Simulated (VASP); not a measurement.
# AlCo (Cmmm) in VASP: a series of runs

The runs below take AlCo through single point, with PBEsol.

Everything below comes from runs of VASP 6.6.1. Logs are shortened: lines on timing, memory, paths and dates and some standing lists are left out, and cuts for length are marked.

## 1. The cell of the first run

The structure is orthorhombic, space group Cmmm (No. 65). The conventional cell has a = 5.645 Å, b = 5.645 Å, c = 2.823 Å, α = 90.00°, β = 90.00°, γ = 90.00°. Within 3.3 Å of Al (site symmetry 2mm) lie 6 Al at 2.39 to 3.26 Å and 8 Co at 2.44 to 2.49 Å. Co (site symmetry m2m) has 5 Co at 2.30 to 2.87 Å and 8 Al at 2.44 to 2.49 Å within 3.0 Å.

## 2. Single point, PBEsol (atoms displaced along a vibrational mode)

The input, INCAR:

```
PREC     = Accurate       # precision mode
ENCUT    = 520            # plane-wave cutoff, eV
EDIFF    = 1E-6           # SCF threshold, eV
ISMEAR   = 0              # smearing method
SIGMA    = 0.15           # smearing width, eV
LREAL    = F              # projectors in reciprocal space
LASPH    = T              # aspherical terms in the spheres
NELM     = 80             # most SCF steps
ALGO     = Fast           # electronic algorithm
ISIF     = 2              # what is computed and relaxed
LWAVE    = F              # write WAVECAR
LCHARG   = T              # write CHGCAR
GGA      = PS             # functional
LELF     = T              # ELF
LVHAR    = T            
NBANDS   = 20             # bands
```

The input, KPOINTS:

```
Automatic mesh
0
Gamma
  22 16 16
```

The input, POSCAR:

```
AlCo
1.0
   -2.8225855360      0.0000000000      0.0000000000
    0.0000000000      2.8225855360      2.8225855360
    0.0000000000      2.8225855360     -2.8225855360
Al Co
2 2
Direct
    0.0000000000     -0.0386735036      0.0386735036
    0.0000000000      0.5386735036      0.4613264964
    0.5000000000      0.4535000806     -0.0464999194
    0.5000000000      0.0464999194      0.5464999194
```

Potentials or basis: VASP PAW PBE potentials, release 64 (Al, Co).

The run is started by

```console
cat potpaw_PBE.64/Al/POTCAR potpaw_PBE.64/Co/POTCAR > POTCAR
mpirun -np 1 vasp_std > vasp.out
```

OUTCAR:

```text
PREC = Accurate
   ENCUT = 520
   EDIFF = 1E-6
   ISMEAR = 0
   LREAL = F
   LASPH = T
   NELM = 80
   ISIF = 2
   GGA = PS

 ion  position               nearest neighbor table
   1  0.000  0.961  0.039-   2 2.39   3 2.44   4 2.44   3 2.44   4 2.44   4 2.49   4 2.49   3 2.49
                             3 2.49   2 2.86   2 2.86   2 3.26
   2  0.000  0.539  0.461-   1 2.39   3 2.44   4 2.44   3 2.44   4 2.44   4 2.49   4 2.49   3 2.49
                             3 2.49   1 2.86   1 2.86   1 3.26
   3  0.500  0.454  0.954-   4 2.30   2 2.44   1 2.44   1 2.44   2 2.44   1 2.49   2 2.49   2 2.49
                             1 2.49   4 2.87   4 2.87
   4  0.500  0.046  0.546-   3 2.30   2 2.44   1 2.44   1 2.44   2 2.44   1 2.49   2 2.49   1 2.49
                             2 2.49   3 2.87   3 2.87

  LATTYP: Found a simple tetragonal cell.
 ALAT       =     3.9917387460
 C/A-ratio  =     0.7071067812

  Lattice vectors:

 A1 = (   0.0000000000,   2.8225855360,   2.8225855360)
 A2 = (   0.0000000000,   2.8225855360,  -2.8225855360)
 A3 = (  -2.8225855360,   0.0000000000,   0.0000000000)

Analysis of symmetry for initial positions (statically):
=====================================================================
 Subroutine PRICEL returns:
 Original cell was already a primitive cell.

 Routine SETGRP: Setting up the symmetry group for a
 simple tetragonal supercell.

 Subroutine GETGRP returns: Found  8 space group operations
 (whereof  4 operations were pure point group operations)
 out of a pool of 16 trial point group operations.

The static configuration has the point symmetry C_2v.
 The point group associated with its full space group is D_2h.

Analysis of symmetry for dynamics (positions and initial velocities):
=====================================================================
 Subroutine PRICEL returns:
 Original cell was already a primitive cell.

 Routine SETGRP: Setting up the symmetry group for a
 simple tetragonal supercell.

 Subroutine GETGRP returns: Found  8 space group operations
 (whereof  4 operations were pure point group operations)
 out of a pool of 16 trial point group operations.

The dynamic configuration has the point symmetry C_2v.
 The point group associated with its full space group is D_2h.

 Subroutine INISYM returns: Found  8 space group operations
 (whereof  4 operations are pure point group operations),
 and found     1 'primitive' translations

----------------------------------------------------------------------------------------

                                     Primitive cell

  volume of cell :      44.9750

  direct lattice vectors                    reciprocal lattice vectors
    -2.822585536  0.000000000  0.000000000    -0.354285100  0.000000000  0.000000000
     0.000000000  2.822585536  2.822585536     0.000000000  0.177142550  0.177142550
     0.000000000  2.822585536 -2.822585536     0.000000000  0.177142550 -0.177142550

  length of vectors
     2.822585536  3.991738746  3.991738746     0.354285100  0.250517397  0.250517397

  position of ions in fractional coordinates (direct lattice)
     0.000000000  0.961326496  0.038673504
     0.000000000  0.538673504  0.461326496
     0.500000000  0.453500081  0.953500081
     0.500000000  0.046499919  0.546499919

  ion indices of the primitive-cell ions
   primitive index   ion index
                 1           1
                 2           2
                 3           3
                 4           4

----------------------------------------------------------------------------------------

 KPOINTS: Automatic mesh

Automatic generation of k-mesh.
 Grid dimensions read from file:
 generate k-points for:   22   16   16

 Generating k-lattice:

  Cartesian coordinates                     Fractional coordinates (reciprocal lattice)
    -0.016103868  0.000000000  0.000000000     0.045454545  0.000000000  0.000000000
     0.000000000  0.011071409  0.011071409     0.000000000  0.062500000  0.000000000
     0.000000000  0.011071409 -0.011071409     0.000000000  0.000000000  0.062500000

  Length of vectors
     0.016103868  0.015657337  0.015657337

  Shift w.r.t. Gamma in fractional coordinates (k-lattice)
     0.000000000  0.000000000  0.000000000

 Subroutine IBZKPT returns following result:
 ===========================================

 Found    876 irreducible k-points:

 Following reciprocal coordinates:
            Coordinates               Weight
  0.000000  0.000000  0.000000      1.000000
  0.045455  0.000000  0.000000      2.000000
  0.090909  0.000000  0.000000      2.000000
  0.136364  0.000000  0.000000      2.000000
  0.181818  0.000000  0.000000      2.000000
  0.227273  0.000000  0.000000      2.000000
[... 16 lines left out ...]
  0.454545  0.062500  0.000000      8.000000
  0.500000  0.062500  0.000000      4.000000
 [... further k-points ...]
   k-points           NKPTS =    876   k-points in BZ     NKDIM =    876   number of bands    NBANDS=     20
   number of dos      NEDOS =    301   number of ions     NIONS =      4
   total plane-waves  NPLWV =  21600
   dimension x,y,z NGX =    24 NGY =   30 NGZ =   30
   dimension x,y,z NGXF=    48 NGYF=   60 NGZF=   60
   ions per type =               2   2
   NGX,Y,Z   is equivalent  to a cutoff of  14.14, 12.49, 12.49 a.u.
   NGXF,Y,Z  is equivalent  to a cutoff of  28.27, 24.99, 24.99 a.u.
 SYSTEM =  unknown system
   PREC   = accura    normal or accurate (medium, high low for compatibility)
   ISTART =      0    job   : 0-new  1-cont  2-samecut
   ICHARG =      2    charge: 1-file 2-atom 10-const
   ISPIN  =      1    spin polarized calculation?
   LNONCOLLINEAR =      F non collinear calculations
   LSORBIT =      F    spin-orbit coupling
   LASPH  =      T    aspherical Exc in radial PAW
   ENCUT  =  520.0 eV  38.22 Ry    6.18 a.u.   5.25  7.42  7.42*2*pi/ulx,y,z
   NELM   =     80;   NELMIN=  2; NELMDL= -5     # of ELM steps
   EDIFF  = 0.1E-05   stopping-criterion for ELM
   LREAL  =      F    real-space projection
   EDIFFG = 0.1E-04   stopping-criterion for IOM
   NSW    =      0    number of steps for IOM
   IBRION =     -1    ionic relax: 0-MD 1-quasi-New 2-CG
   NFREE  =      0    steps in history (QN), initial steepest desc. (CG)
   ISIF   =      2    stress and relaxation
   ISYM   =      2    0-nonsym 1-usesym 2-fastsym
   POTIM  = 0.5000    time-step for ionic-motion
   TEBEG  =    0.0;   TEEND  =   0.0 temperature during run
   PSTRESS=    0.0 pullay stress
   NELECT =      24.0000    total number of electrons
   NUPDOWN=      -1.0000    fix difference up-down
   EMIN   =  10.00;   EMAX   =-10.00  energy-range for DOS
   EFERMI =   0.00;   METHOD = LEGACY
   ISMEAR =     0;   SIGMA  =   0.15  broadening in eV -4-tet -1-fermi 0-gaus
   EFERMI_NEDOS =   21; number of points for ismear=-14 and -15
   IALGO  =     68    algorithm
   IMIX   =      4    mixing-type and parameters
     AMIX     =   0.40;   BMIX     =  1.00
     AMIX_MAG =   1.60;   BMIX_MAG =  1.00
  volume/ion in A,a.u.               =      11.24        75.88
  Fermi-wavevector in a.u.,A,eV,Ry     =   1.327868  2.509306 23.990236  1.763233
  Thomas-Fermi vector in A             =   2.457148
   LORBIT       =      0    0 simple, 1 ext, 2 COOP (PROOUT), +10 PAW based schemes
   GGA     = PS    functional components
   LHFCALC =     F    Hartree Fock is set to
   AEXX    =    0.0000 exact exchange contribution
   IVDW    =     0    specifies the selected vdW correction
   LEPSILON=     F    determine dielectric tensor
   LRPA    =     F    only Hartree local field effects (RPA)
 non-spin polarized calculation
 RMM-DIIS sequential band-by-band and
 Gauss-broadening in eV      SIGMA  =   0.15
  energy-cutoff  :      520.00
  volume of cell :       44.98
 maximum number of plane-waves:      1248
 NGX is ok and might be reduce to    24
   NGX = 11   NGY = 15   NGZ = 15

 number of electron      23.9999990 magnetization

 Free energy of the ion-electron system (eV)
  ---------------------------------------------------
  ext. energy  EPLUGINS =         0.00000000
  ---------------------------------------------------
  free energy    TOTEN  =       -25.36162185 eV

  energy without entropy =      -25.33159322  energy(sigma->0) =      -25.34660754

 E-fermi :  10.8075     XC(G=0): -12.5179

 val. band max:       10.8070877101   @ k =   0.4091   0.3125   0.3125
 cond. band min:      10.8083161491   @ k =   0.0909  -0.0625   0.0625
 fundamental gap:      0.0012284390
 Fermi energy:        10.8075003380

 k-point     1 :       0.0000    0.0000    0.0000
  band No.  band energies     occupation
      1      -0.4545      2.00000
      2       5.5588      2.00000
      3       7.3876      2.00000
      4       7.8246      2.00000
      5       7.8991      2.00000
      6       7.9161      2.00000
[... 12 lines left out ...]
     19      19.0007      0.00000
     20      19.4941      0.00000

 k-point     2 :       0.0455    0.0000    0.0000
  band No.  band energies     occupation
      1      -0.4147      2.00000
      2       5.5803      2.00000
      3       7.3869      2.00000
      4       7.8635      2.00000
      5       7.8908      2.00000
      6       7.9040      2.00000
[... 12 lines left out ...]
     19      19.0691      0.00000
     20      19.8608      0.00000

 k-point     3 :       0.0909    0.0000    0.0000
  band No.  band energies     occupation
      1      -0.2954      2.00000
      2       5.6437      2.00000
      3       7.3793      2.00000
      4       7.8213      2.00000
      5       7.9146      2.00000
      6       7.9782      2.00000
[... 12 lines left out ...]
     19      19.1068      0.00000
     20      20.6345      0.00000

 k-point     4 :       0.1364    0.0000    0.0000
  band No.  band energies     occupation
      1      -0.0976      2.00000
      2       5.7463      2.00000
      3       7.3504      2.00000
      4       7.7228      2.00000
      5       7.8737      2.00000
      6       7.9945      2.00000
[... 429 lines left out ...]
 k-point    23 :       0.4545    0.0625    0.0000
  band No.  band energies     occupation
      1       3.2990      2.00000
      2       4.7282      2.00000
      3       6.7202      2.00000
      4       6.8612      2.00000
      5       7.1196      2.00000
      6       8.3603      2.00000
[... 12 lines left out ...]
     19      16.7985      0.00000
     20      18.8172      0.00000

 k-point    24 :       0.5000    0.0625    0.0000
  band No.  band energies     occupation
      1       3.9210      2.00000
      2       4.0853      2.00000
      3       6.7186      2.00000
      4       6.8901      2.00000
      5       7.1020      2.00000
      6       8.3730      2.00000
[... 12 lines left out ...]
     19      16.4898      0.00000
     20      18.6866      0.00000

 [... further k-points ...]
[... 5 lines left out ...]
  --------------------------------------------------------------------------------------
  -------------------------------------------------------------------------------------
  Total       -1.2457318      2.0904802      4.6884135      0.0000000      0.0000000      0.0000000
  in kB      -44.3775991     74.4706782    167.0187239      0.0000000      0.0000000      0.0000000
  external PRESSURE =      65.7039343 kB  Pullay stress =       0.0000000 kB

 VOLUME and BASIS-vectors are now :
 -----------------------------------------------------------------------------
  energy-cutoff  :      520.00
  volume of cell :       44.98
      direct lattice vectors                 reciprocal lattice vectors
    -2.822585536  0.000000000  0.000000000    -0.354285100  0.000000000  0.000000000
     0.000000000  2.822585536  2.822585536     0.000000000  0.177142550  0.177142550
     0.000000000  2.822585536 -2.822585536     0.000000000  0.177142550 -0.177142550

 POSITION                                       TOTAL-FORCE (eV/Angst)
 -----------------------------------------------------------------------------------
      0.00000      2.82259      2.60427         0.000000      0.000000      1.485808
      0.00000      2.82259      0.21832         0.000000      0.000000     -1.485808
     -1.41129      3.97138     -1.41129         0.000000      2.219809      0.000000
     -1.41129      1.67379     -1.41129         0.000000     -2.219809      0.000000
 -----------------------------------------------------------------------------------
    total drift:                               -0.000000      0.000000      0.000000

  FREE ENERGIE OF THE ION-ELECTRON SYSTEM (eV)
  ---------------------------------------------------
  free  energy   TOTEN  =       -25.3616218478 eV

  energy  without entropy=      -25.3315932231  energy(sigma->0) =      -25.34660754
```

Run time: 22 min. Hardware: 1 thread of Oxide Virtual Turin-like, shared host; peak memory 0.71 GiB.

Results:

| Property | Result |
| --- | --- |
| Free energy | -25.3616 eV |
| Pressure | 6.6 GPa |
| Largest force | 2.220 eV/Å |
| Band gap on the k mesh | zero (bands 12 and 13 overlap by 0.93 eV) |

Forces in eV/Å, atoms in the order of the input:
```
Al   0.000  0.000  1.486
Al   0.000  0.000 -1.486
Co   0.000  2.220  0.000
Co   0.000 -2.220  0.000
```

Stress tensor (GPa, compression positive):
```
-4.44  0.00  0.00
 0.00  7.45  0.00
 0.00  0.00 16.70
```

Levels at points of the mesh, in eV from the Fermi level:
```csv
k point,band 9,band 10,band 11,band 12,band 13,band 14,band 15,band 16
"(0.00, 0.00, 0.00)",-1.26,-0.81,-0.56,-0.49,-0.01,1.76,3.28,6.09
"(0.50, 0.00, 0.00)",-0.81,-0.25,-0.03,0.14,2.56,2.92,3.19,4.22
"(0.00, 0.50, 0.00)",-1.27,-1.00,-0.95,-0.73,0.49,1.75,3.62,4.79
"(0.50, 0.50, 0.00)",-1.39,-1.04,-0.67,0.29,0.34,0.58,4.66,5.10
"(0.00, 0.50, 0.50)",-1.62,-1.19,-0.56,-0.50,-0.07,0.06,8.47,8.78
"(0.50, 0.50, 0.50)",-1.75,-1.35,-1.00,-0.39,-0.03,-0.02,2.24,2.28
```

Caveat: the cell differs from its parent crystal (atoms displaced along a vibrational mode); the stress differs along the axes, from -4 to 17 GPa; the PAW data sets were made with another functional, which shifts forces and pressure a little; the run has no spin polarisation, though such a crystal can be magnetic.

[end of part 1 of 2]
